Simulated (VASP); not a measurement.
# PbSe: relaxation of cell and atoms with PBEsol

Crystal: PbSe.

```
Pb Se
1.0
     0.00000    3.06215    3.06215
     3.06215    0.00000    3.06215
     3.06215    3.06215    0.00000
Pb Se
1 1
Direct
  0.00000 0.00000 0.00000
  0.50000 0.50000 0.50000
```

* Program: VASP 6.6.1
* Task: relaxation of cell and atoms
* Functional: PBEsol
* Potentials or basis: VASP PAW PBE potentials, release 64 (Pb_d, Se)
* Cutoff: 600 eV
* k mesh: 10 × 10 × 10
* Occupations: gaussian, width 0.01 eV
* Spin: no spin polarisation
* Dipole correction: no
* Further INCAR settings: ALGO = Normal; EDIFF = 1e-06; IBRION = 2; EDIFFG = -0.005; NSW = 100; ISIF = 3

| Item | Value |
| --- | --- |
| Relaxed volume | 28.44 Å³/atom |
| Relaxed cell | a = 4.317 Å, b = 4.317 Å, c = 4.317 Å, α = 60.00°, β = 60.00°, γ = 60.00° |
| Space group after relaxing (to 0.05 Å) | Fm-3m (No. 225) |
| Energy gained by relaxing | 0.5 meV/atom |
| Ionic steps | 3 |
| Pressure after relaxing | 0.0 GPa |
| Band gap on the k mesh | 0.17 eV, direct |

Step by step:
| step | energy change (eV) | largest force (eV/Å) | pressure (GPa) | volume (Å³) |
| --- | --- | --- | --- | --- |
| 1 | 0.0000 | 0.0000 | -0.52 | 57.43 |
| 2 | -0.0008 | 0.0000 | 0.21 | 56.65 |
| 3 | -0.0009 | 0.0000 | 0.00 | 56.87 |

Final structure:
```xyz
2
Lattice="0.0000 3.0523 3.0523 3.0523 0.0000 3.0523 3.0523 3.0523 0.0000" Properties=species:S:1:pos:R:3 pbc="T T T"
Pb    0.0000    0.0000    0.0000
Se    3.0523    3.0523    3.0523
```

Levels at points of the mesh, in eV from the valence-band top:
```
           k point  band 8  band 9  band 10  band 11  band 12  band 13
(0.00, 0.00, 0.00)   -1.91   -1.91    -1.91     4.69     4.69     4.69
(0.50, 0.00, 0.00)   -1.50   -1.50     0.00     0.17     1.63     1.63
(0.50, 0.50, 0.00)   -5.10   -3.31    -3.31     3.54     5.61     5.61
```

Run time: 100 s on 1 thread of Intel(R) Xeon(R) Platinum 8375C CPU @ 2.90GHz (Ice Lake), with other jobs on the host, peak memory 0.23 GiB.

Caveat: the PAW data sets were made with another functional, which shifts forces and pressure a little; spin-orbit coupling is left out, which moves the levels of the heavy elements. A k mesh can miss the band edges.
